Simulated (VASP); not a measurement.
# Pd (P6_3/mmc) in VASP: notebook

Pd is run at these levels: LDA; tasks: single point.

Everything below comes from runs of VASP 6.6.1. Logs are shortened: lines on timing, memory, paths and dates and some standing lists are left out, and cuts for length are marked.

## (1) The cell of the first run

It takes space group P6_3/mmc (No. 194, hexagonal). The conventional cell has a = 2.794 Å, b = 2.794 Å, c = 4.709 Å, α = 90.00°, β = 90.00°, γ = 120.00°. Within 3.7 Å of Pd (site symmetry -6m2) lie 12 Pd at 2.79 to 2.85 Å.

## (2) Single point, LDA, collinear spin, antiferromagnetic start (volume scaled by 1.12)

Contents of INCAR:

```
SYSTEM = Pd
PREC     = Accurate       ! precision mode
ENCUT    = 520            ! plane-wave cutoff, eV
EDIFF    = 1E-6           ! SCF threshold, eV
ISMEAR   = -1             ! smearing method
SIGMA    = 0.05           ! smearing width, eV
LREAL    = .FALSE.        ! projectors in reciprocal space
LASPH    = .TRUE.         ! aspherical terms in the spheres
NELM     = 150            ! most SCF steps
ALGO     = Normal         ! electronic algorithm
ISIF     = 2              ! what is computed and relaxed
LWAVE    = .FALSE.        ! write WAVECAR
LCHARG   = .FALSE.        ! write CHGCAR
ISPIN    = 2              ! spin polarisation
MAGMOM   = 0.5 -0.5       ! initial moments
LORBIT   = 11             ! projections on sites
LMAXMIX  = 4              ! l up to which the mixer works
NBANDS   = 21             ! bands
```

Contents of KPOINTS:

```
Automatic mesh
0
G
  15 15 8
  0 0 0
```

Contents of POSCAR:

```
Pd
1.0
    2.7938446024      0.0000000000      0.0000000000
   -1.3969223012      2.4195403999      0.0000000000
    0.0000000000      0.0000000000      4.7088986255
Pd
2
Direct
    0.3333333333      0.6666666667      0.2500000000
    0.6666666667      0.3333333333      0.7500000000
```

Potentials or basis: VASP PAW LDA potentials, release 64 (Pd).

Launch:

```sh
$ cat potpaw_LDA.64/Pd/POTCAR > POTCAR
$ mpirun -np 1 vasp_std > vasp.out
```

OUTCAR:

```text
SYSTEM = Pd
   PREC = Accurate
   ENCUT = 520
   EDIFF = 1E-6
   ISMEAR = -1
   LREAL = .FALSE.
   LASPH = .TRUE.
   NELM = 150
   ISIF = 2
   ISPIN = 2
   LORBIT = 11

 ion  position               nearest neighbor table
   1  0.333  0.667  0.250-   2 2.85   2 2.85   2 2.85   2 2.85   2 2.85   2 2.85
   2  0.667  0.333  0.750-   1 2.85   1 2.85   1 2.85   1 2.85   1 2.85   1 2.85

  LATTYP: Found a hexagonal cell.
 ALAT       =     2.7938446024
 C/A-ratio  =     1.6854547391

  Lattice vectors:

 A1 = (   2.7938446024,   0.0000000000,   0.0000000000)
 A2 = (  -1.3969223012,   2.4195403999,   0.0000000000)
 A3 = (   0.0000000000,   0.0000000000,   4.7088986255)

Analysis of symmetry for initial positions (statically):
=====================================================================
 Subroutine PRICEL returns:
 Original cell was already a primitive cell.

 Routine SETGRP: Setting up the symmetry group for a
 hexagonal supercell.

 Subroutine GETGRP returns: Found 24 space group operations
 (whereof 12 operations were pure point group operations)
 out of a pool of 24 trial point group operations.

The static configuration has the point symmetry D_3d.
 The point group associated with its full space group is D_6h.

Analysis of symmetry for dynamics (positions and initial velocities):
=====================================================================
 Subroutine PRICEL returns:
 Original cell was already a primitive cell.

 Routine SETGRP: Setting up the symmetry group for a
 hexagonal supercell.

 Subroutine GETGRP returns: Found 24 space group operations
 (whereof 12 operations were pure point group operations)
 out of a pool of 24 trial point group operations.

The dynamic configuration has the point symmetry D_3d.
 The point group associated with its full space group is D_6h.

Analysis of structural, dynamic, and magnetic symmetry:
=====================================================================
 Subroutine PRICEL returns:
 Original cell was already a primitive cell.

 Routine SETGRP: Setting up the symmetry group for a
 hexagonal supercell.

 Subroutine GETGRP returns: Found 24 space group operations
 (whereof 12 operations were pure point group operations)
 out of a pool of 24 trial point group operations.

The overall configuration has the point symmetry D_3d.
 The point group associated with its full space group is D_6h.

 Subroutine INISYM returns: Found 24 space group operations
 (whereof 12 operations are pure point group operations),
 and found     1 'primitive' translations

----------------------------------------------------------------------------------------

                                     Primitive cell

  volume of cell :      31.8313

  direct lattice vectors                    reciprocal lattice vectors
     2.793844602  0.000000000  0.000000000     0.357929714  0.206650817  0.000000000
    -1.396922301  2.419540400  0.000000000     0.000000000  0.413301634  0.000000000
     0.000000000  0.000000000  4.708898625     0.000000000  0.000000000  0.212363884

  length of vectors
     2.793844602  2.793844602  4.708898625     0.413301634  0.413301634  0.212363884

  position of ions in fractional coordinates (direct lattice)
     0.333333333  0.666666667  0.250000000
     0.666666667  0.333333333  0.750000000

  ion indices of the primitive-cell ions
   primitive index   ion index
                 1           1
                 2           2

----------------------------------------------------------------------------------------

 KPOINTS: Automatic mesh

Automatic generation of k-mesh.
 Grid dimensions read from file:
 generate k-points for:   15   15    8

 Generating k-lattice:

  Cartesian coordinates                     Fractional coordinates (reciprocal lattice)
     0.023861981  0.013776721  0.000000000     0.066666667  0.000000000  0.000000000
     0.000000000  0.027553442  0.000000000     0.000000000  0.066666667  0.000000000
     0.000000000  0.000000000  0.026545485     0.000000000  0.000000000  0.125000000

  Length of vectors
     0.027553442  0.027553442  0.026545485

  Shift w.r.t. Gamma in fractional coordinates (k-lattice)
     0.000000000  0.000000000  0.000000000

 Subroutine IBZKPT returns following result:
 ===========================================

 Found    135 irreducible k-points:

 Following reciprocal coordinates:
            Coordinates               Weight
  0.000000  0.000000  0.000000      1.000000
  0.066667  0.000000  0.000000      6.000000
  0.133333  0.000000  0.000000      6.000000
  0.200000  0.000000  0.000000      6.000000
  0.266667  0.000000  0.000000      6.000000
  0.333333  0.000000  0.000000      6.000000
[... 16 lines left out ...]
  0.333333  0.200000  0.000000     12.000000
  0.400000  0.200000  0.000000      6.000000
 [... further k-points ...]
   k-points           NKPTS =    135   k-points in BZ     NKDIM =    135   number of bands    NBANDS=     21
   number of dos      NEDOS =    301   number of ions     NIONS =      2
   total plane-waves  NPLWV =  20736
   dimension x,y,z NGX =    24 NGY =   24 NGZ =   36
   dimension x,y,z NGXF=    48 NGYF=   48 NGZF=   72
   ions per type =               2
   NGX,Y,Z   is equivalent  to a cutoff of  14.28, 14.28, 12.71 a.u.
   NGXF,Y,Z  is equivalent  to a cutoff of  28.56, 28.56, 25.42 a.u.
 SYSTEM =  Pd
   PREC   = accura    normal or accurate (medium, high low for compatibility)
   ISTART =      0    job   : 0-new  1-cont  2-samecut
   ICHARG =      2    charge: 1-file 2-atom 10-const
   ISPIN  =      2    spin polarized calculation?
   LNONCOLLINEAR =      F non collinear calculations
   LSORBIT =      F    spin-orbit coupling
   LASPH  =      T    aspherical Exc in radial PAW
   ENCUT  =  520.0 eV  38.22 Ry    6.18 a.u.   5.19  5.19  8.76*2*pi/ulx,y,z
   NELM   =    150;   NELMIN=  2; NELMDL= -5     # of ELM steps
   EDIFF  = 0.1E-05   stopping-criterion for ELM
   LREAL  =      F    real-space projection
   EDIFFG = 0.1E-04   stopping-criterion for IOM
   NSW    =      0    number of steps for IOM
   IBRION =     -1    ionic relax: 0-MD 1-quasi-New 2-CG
   NFREE  =      0    steps in history (QN), initial steepest desc. (CG)
   ISIF   =      2    stress and relaxation
   ISYM   =      2    0-nonsym 1-usesym 2-fastsym
   POTIM  = 0.5000    time-step for ionic-motion
   TEBEG  =    0.0;   TEEND  =   0.0 temperature during run
   PSTRESS=    0.0 pullay stress
   NELECT =      20.0000    total number of electrons
   NUPDOWN=      -1.0000    fix difference up-down
   EMIN   =  10.00;   EMAX   =-10.00  energy-range for DOS
   EFERMI =   0.00;   METHOD = LEGACY
   ISMEAR =    -1;   SIGMA  =   0.05  broadening in eV -4-tet -1-fermi 0-gaus
   EFERMI_NEDOS =   21; number of points for ismear=-14 and -15
   IALGO  =     38    algorithm
   IMIX   =      4    mixing-type and parameters
     AMIX     =   0.40;   BMIX     =  1.00
     AMIX_MAG =   1.60;   BMIX_MAG =  1.00
  volume/ion in A,a.u.               =      15.92       107.40
  Fermi-wavevector in a.u.,A,eV,Ry     =   1.402168  2.649713 26.750070  1.966075
  Thomas-Fermi vector in A             =   2.524956
   LORBIT       =     11    0 simple, 1 ext, 2 COOP (PROOUT), +10 PAW based schemes
   GGA     = CA    functional components
   LHFCALC =     F    Hartree Fock is set to
   AEXX    =    0.0000 exact exchange contribution
   IVDW    =     0    specifies the selected vdW correction
   LEPSILON=     F    determine dielectric tensor
   LRPA    =     F    only Hartree local field effects (RPA)
 spin polarized calculation
  energy-cutoff  :      520.00
  volume of cell :       31.83
 maximum number of plane-waves:       881
 NGX is ok and might be reduce to    24
   NGX = 11   NGY = 11   NGZ = 17

 number of electron      20.0000008 magnetization      -0.0000000

 number of electron      20.0000008 magnetization       0.0000000

 Free energy of the ion-electron system (eV)
  ---------------------------------------------------
  ext. energy  EPLUGINS =         0.00000000
  ---------------------------------------------------
  free energy    TOTEN  =       -12.71790212 eV

  energy without entropy =      -12.67197045  energy(sigma->0) =      -12.69493628

 E-fermi :   8.3456     XC(G=0): -13.0553

 val. band max:        8.3439654404   @ k =   0.4000   0.0667   0.1250
 cond. band min:       8.3482388427   @ k =   0.4667   0.0667   0.5000
 fundamental gap:      0.0042734023
 Fermi energy:         8.3456264886

 spin component 1

 k-point     1 :       0.0000    0.0000    0.0000
  band No.  band energies     occupation
      1       1.6797      1.00000
      2       3.5252      1.00000
      3       5.6381      1.00000
      4       5.8868      1.00000
      5       5.8868      1.00000
      6       6.1859      1.00000
[... 13 lines left out ...]
     20      32.2527      0.00000
     21      32.4419      0.00000
[... 529 lines left out ...]
 k-point    24 :       0.4000    0.2000    0.0000
  band No.  band energies     occupation
      1       4.2712      1.00000
      2       4.3480      1.00000
      3       4.6203      1.00000
      4       5.7548      1.00000
      5       5.8957      1.00000
      6       5.9649      1.00000
[... 13 lines left out ...]
     20      33.2543      0.00000
     21      34.4250      0.00000

 [... further k-points ...]

 spin component 2

 k-point     1 :       0.0000    0.0000    0.0000
  band No.  band energies     occupation
      1       1.6797      1.00000
      2       3.5252      1.00000
      3       5.6381      1.00000
      4       5.8868      1.00000
      5       5.8868      1.00000
      6       6.1859      1.00000
[... 13 lines left out ...]
     20      32.2524      0.00000
     21      32.4419      0.00000
[... 529 lines left out ...]
 k-point    24 :       0.4000    0.2000    0.0000
  band No.  band energies     occupation
      1       4.2712      1.00000
      2       4.3480      1.00000
      3       4.6203      1.00000
      4       5.7548      1.00000
      5       5.8957      1.00000
      6       5.9649      1.00000
[... 13 lines left out ...]
     20      33.2543      0.00000
     21      34.2394      0.00000

 [... further k-points ...]

------------------------ aborting loop because EDIFF is reached ----------------------------------------

  FORCE on cell =-STRESS in cart. coord.  units (eV):
  Direction    XX          YY          ZZ          XY          YZ          ZX
  --------------------------------------------------------------------------------------
  -------------------------------------------------------------------------------------
  Total       -3.6643046     -3.6643046     -3.6654497     -0.0000000      0.0000000      0.0000000
  in kB     -184.4368453   -184.4368453   -184.4944840     -0.0000000      0.0000000      0.0000000
  external PRESSURE =    -184.4560582 kB  Pullay stress =       0.0000000 kB

 VOLUME and BASIS-vectors are now :
 -----------------------------------------------------------------------------
  energy-cutoff  :      520.00
  volume of cell :       31.83
      direct lattice vectors                 reciprocal lattice vectors
     2.793844602  0.000000000  0.000000000     0.357929714  0.206650817  0.000000000
    -1.396922301  2.419540400  0.000000000     0.000000000  0.413301634  0.000000000
     0.000000000  0.000000000  4.708898625     0.000000000  0.000000000  0.212363884

 POSITION                                       TOTAL-FORCE (eV/Angst)
 -----------------------------------------------------------------------------------
     -0.00000      1.61303      1.17722        -0.000000      0.000000      0.000000
      1.39692      0.80651      3.53167         0.000000     -0.000000      0.000000
 -----------------------------------------------------------------------------------
    total drift:                               -0.000000      0.000000     -0.000000

  FREE ENERGIE OF THE ION-ELECTRON SYSTEM (eV)
  ---------------------------------------------------
  free  energy   TOTEN  =       -12.7179021181 eV

  energy  without entropy=      -12.6719704502  energy(sigma->0) =      -12.69493628

 total charge

# of ion       s       p       d       tot
------------------------------------------
    1        0.453   0.409   8.430   9.292
    2        0.453   0.409   8.430   9.292
--------------------------------------------------
tot          0.906   0.818  16.859  18.584

 magnetization (x)

# of ion       s       p       d       tot
------------------------------------------
    1        0.000   0.000   0.000   0.000
    2       -0.000  -0.000  -0.000  -0.000
--------------------------------------------------
tot          0.000   0.000   0.000   0.000
```

It took 60 s on 1 thread of Intel Xeon 6975P-C (Granite Rapids), shared host; peak memory 0.23 GiB.

Results:

| Quantity | Value |
| --- | --- |
| Free energy | -12.7179 eV |
| Pressure | -18.4 GPa |
| Band gap on the k mesh | zero (filled and empty bands overlap) |
| Net moment | 0.00 μB per cell |
| Valence electrons inside the program's atomic spheres | Pd 9.29 |

Caveat: the cell differs from its parent crystal (volume scaled by 1.12).

## (3) Single point, LDA, non-collinear spin, typed start, spin-orbit coupling

This run uses another cell than the first one, of 14.21 Å³/atom, 0.893 times its volume.

Contents of INCAR:

```
PREC = Accurate ; ENCUT = 520
EDIFF = 1E-6 ; ISMEAR = -1
SIGMA = 0.05 ; LREAL = F
LASPH = T ; NELM = 150
ALGO = Normal ; ISIF = 2
LWAVE = F ; LCHARG = F
MAGMOM = 0 0 0.5 0 0 -0.5 ; LORBIT = 11
LSORBIT = T ; GGA_COMPAT = F
LORBMOM = T ; LMAXMIX = 4
GGA = CA ; NBANDS = 32
```

Contents of KPOINTS:

```
regular mesh
0
Gamma
  13 13 7
```

Contents of POSCAR:

```
Pd
1.0
    2.6902722927      0.0000000000      0.0000000000
   -1.3451361463      2.3298441485      0.0000000000
    0.0000000000      0.0000000000      4.5343321852
Pd
2
Direct
    0.3333333333      0.6666666667      0.2500000000
    0.6666666667      0.3333333333      0.7500000000
```

Potentials or basis: VASP PAW LDA potentials, release 64 (Pd).

Launch:

```sh
$ cat potpaw_LDA.64/Pd/POTCAR > POTCAR
$ mpirun -np 1 vasp_ncl > vasp.out
```

Wall time 1.8 min (1 thread of Intel Xeon 6975P-C (Granite Rapids), shared host); peak memory 0.29 GiB.

It converged, with:

| Quantity | Value |
| --- | --- |
| Free energy | -13.0208 eV |
| Pressure | 0.4 GPa |
| Net moment | 0.00 μB per cell |
| Valence electrons inside the program's atomic spheres | Pd 9.52 |

Stress tensor (GPa, compression positive):
```
0.63 0.00 0.00
0.00 0.63 0.00
0.00 0.00 0.00
```

Moments on the atoms (μB; x, y, z):
```
Pd  0.00 0.00 0.00
Pd  0.00 0.00 0.00
```

## (4) Single point, LDA, collinear spin, antiferromagnetic start

This run uses another cell than the first one, of 14.21 Å³/atom, 0.893 times its volume.

Contents of INCAR:

```
PREC = Accurate
ENCUT = 520
EDIFF = 1E-7
ISMEAR = -1
SIGMA = 0.05
LREAL = F
LASPH = T
NELM = 150
ALGO = Normal
ISIF = 2
LWAVE = F
LCHARG = F
ISPIN = 2
MAGMOM = 0.5 -0.5
LORBIT = 11
LMAXMIX = 4
GGA = CA
NBANDS = 21
```

Contents of KPOINTS:

```
Automatic mesh
0
Gamma
  22 22 12
```

POSCAR is that of step 3.

Launch:

```sh
$ cat potpaw_LDA.64/Pd/POTCAR > POTCAR
$ mpirun -np 1 vasp_std > vasp.out
```

It used 200 s of CPU time on 1 thread of Intel(R) Xeon(R) Platinum 8488C (Sapphire Rapids), with other jobs on the host.

Results (log left out):

```
Free energy                                           : -12.9303 eV
Pressure                                              : 0.4 GPa
Band gap on the k mesh                                : zero (filled and empty bands overlap)
Net moment                                            : 0.00 μB per cell
Valence electrons inside the program's atomic spheres : Pd 9.52
```

Stress tensor (GPa, compression positive):
```
 0.71  0.00  0.00
 0.00  0.71  0.00
 0.00  0.00 -0.35
```

Levels at points of the mesh, in eV from the Fermi level:
Spin up:
```csv
k point,band 7,band 8,band 9,band 10,band 11,band 12,band 13,band 14
"(0.00, 0.00, 0.00)",-2.60,-1.73,-1.73,-0.24,-0.24,0.58,7.06,17.22
"(0.50, 0.00, 0.00)",-1.92,0.02,0.06,0.26,2.67,4.71,9.81,10.06
"(0.00, 0.00, 0.50)",-2.99,-2.99,-0.74,-0.74,-0.74,-0.74,14.10,14.10
"(0.50, 0.00, 0.50)",-0.53,-0.53,0.18,0.18,2.60,2.60,8.56,8.56
```
Spin down:
```
           k point  band 7  band 8  band 9  band 10  band 11  band 12  band 13  band 14
(0.00, 0.00, 0.00)   -2.60   -1.73   -1.73    -0.24    -0.24     0.58     7.06    17.22
(0.50, 0.00, 0.00)   -1.92    0.02    0.06     0.26     2.67     4.71     9.81    10.06
(0.00, 0.00, 0.50)   -2.99   -2.99   -0.74    -0.74    -0.74    -0.74    14.10    14.10
(0.50, 0.00, 0.50)   -0.53   -0.53    0.18     0.18     2.60     2.60     8.56     8.56
```

## (5) Single point, LDA

This run uses another cell than the first one, of 14.23 Å³/atom, 0.894 times its volume.

Contents of INCAR:

```
SYSTEM = Pd
ALGO = Normal ; EDIFF = 1E-6
ENCUT = 520 ; GGA = CA
ISIF = 2 ; ISMEAR = -1
LASPH = .TRUE. ; LCHARG = .TRUE.
LELF = .TRUE. ; LREAL = .FALSE.
LVHAR = .TRUE. ; LWAVE = .FALSE.
NBANDS = 17 ; NELM = 80
PREC = Accurate ; SIGMA = 0.1
```

Contents of KPOINTS:

```
k-points
0
G
  13 13 7
  0 0 0
```

Contents of POSCAR:

```
Pd
1.0
    2.6993579780      0.0000000000      0.0000000000
   -1.3496789890      2.3377125828      0.0000000000
    0.0000000000      0.0000000000      4.5114452516
Pd
2
Direct
    0.3333333333      0.6666666667      0.2500000000
    0.6666666667      0.3333333333      0.7500000000
```

Launch:

```sh
$ cat potpaw_LDA.64/Pd/POTCAR > POTCAR
$ mpirun -np 1 vasp_std > vasp.out
```

It took 12 s on 1 thread of Intel Xeon 6975P-C (Granite Rapids), shared host; peak memory 0.15 GiB.

The run converged. Its results:

```
Free energy            : -12.9833 eV
Pressure               : 0.3 GPa
Band gap on the k mesh : zero (band 10 reaches 10.42 eV, above the bottom of band 11 at 9.60 eV)
```

Stress tensor (GPa, compression positive):
```
0.32 0.00 0.00
0.00 0.32 0.00
0.00 0.00 0.19
```

Levels at points of the mesh, in eV from the Fermi level:
```tsv
k point	band 7	band 8	band 9	band 10	band 11	band 12	band 13	band 14
(0.00, 0.00, 0.00)	-2.59	-1.80	-1.80	-0.27	-0.27	0.63	7.15	17.14
```

## (6) Overview

```tsv
spin	cell	k mesh	smearing	gap on the mesh (eV)	pressure (GPa)	moment (μB)
collinear, antiferromagnetic start	a = 2.794, b = 2.794, c = 4.709 Å, angles 90.0, 90.0, 120.0°, 2 atoms	15 × 15 × 8	fermi-dirac 0.05 eV	none	-18.4	0.00
non-collinear, typed start, SOC	a = 2.690, b = 2.690, c = 4.534 Å, angles 90.0, 90.0, 120.0°, 2 atoms	13 × 13 × 7	fermi-dirac 0.05 eV	-	0.4	0.00
collinear, antiferromagnetic start	a = 2.690, b = 2.690, c = 4.534 Å, angles 90.0, 90.0, 120.0°, 2 atoms	22 × 22 × 12	fermi-dirac 0.05 eV	none	0.4	0.00
off	a = 2.699, b = 2.699, c = 4.511 Å, angles 90.0, 90.0, 120.0°, 2 atoms	13 × 13 × 7	fermi-dirac 0.1 eV	none	0.3	-
```

Alike in all rows: task single point; level LDA; potentials or basis VASP PAW LDA potentials, release 64 (Pd); cutoff (eV) 520.

Absolute energies hang on the potentials; compare differences alone.
